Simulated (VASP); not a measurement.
Write the native input for VASP 6.6.1 that does the following.

* Task: single point
* Functional: PBE
* Dispersion: D3(BJ)
* Potentials or basis: VASP PAW PBE potentials, release 64 (Rh_pv)
* Cutoff: 500 eV
* k mesh: 10 × 10 × 10
* Occupations: fermi-dirac, width 0.15 eV
* Spin: no spin polarisation
* Dipole correction: no
* Further INCAR settings: ALGO = Normal; EDIFF = 1e-06; NBANDS = 14

The structure of Rh lies in POSCAR:

```
Rh
1.0
    0.0000000000      1.8984247292      1.8984247292
    1.8984247292      0.0000000000      1.8984247292
    1.8984247292      1.8984247292      0.0000000000
Rh
1
Direct
    0.0000000000      0.0000000000      0.0000000000
```

One way to write it, as run:

INCAR

```
PREC     = Accurate       # precision mode
ENCUT    = 500            # plane-wave cutoff, eV
EDIFF    = 1E-6           # SCF threshold, eV
ISMEAR   = -1             # smearing method
SIGMA    = 0.15           # smearing width, eV
LREAL    = False          # projectors in reciprocal space
LASPH    = True           # aspherical terms in the spheres
NELM     = 120            # most SCF steps
ALGO     = Normal         # electronic algorithm
ISIF     = 2              # what is computed and relaxed
LWAVE    = False          # write WAVECAR
LCHARG   = False          # write CHGCAR
GGA      = PE             # functional
IVDW     = 12             # dispersion correction
NBANDS   = 14             # bands
GGA_COMPAT= False
```

KPOINTS

```
Automatic mesh
0
Gamma
  10 10 10
```

Potentials or basis: VASP PAW PBE potentials, release 64 (Rh_pv).

Command:

```sh
$ cat potpaw_PBE.64/Rh_pv/POTCAR > POTCAR
$ mpirun -np 1 vasp_std > vasp.out
```

It gave:

```yaml
Pressure: 0.2 GPa
Dispersion_energy_per_atom: -0.651 eV
```

Caveat: pairwise dispersion overbinds metals, which lowers pressure and volume.

Wall time 5.5 s on 1 thread of Intel(R) Xeon(R) Platinum 8488C (Sapphire Rapids), on a shared host, peak memory 0.13 GiB.
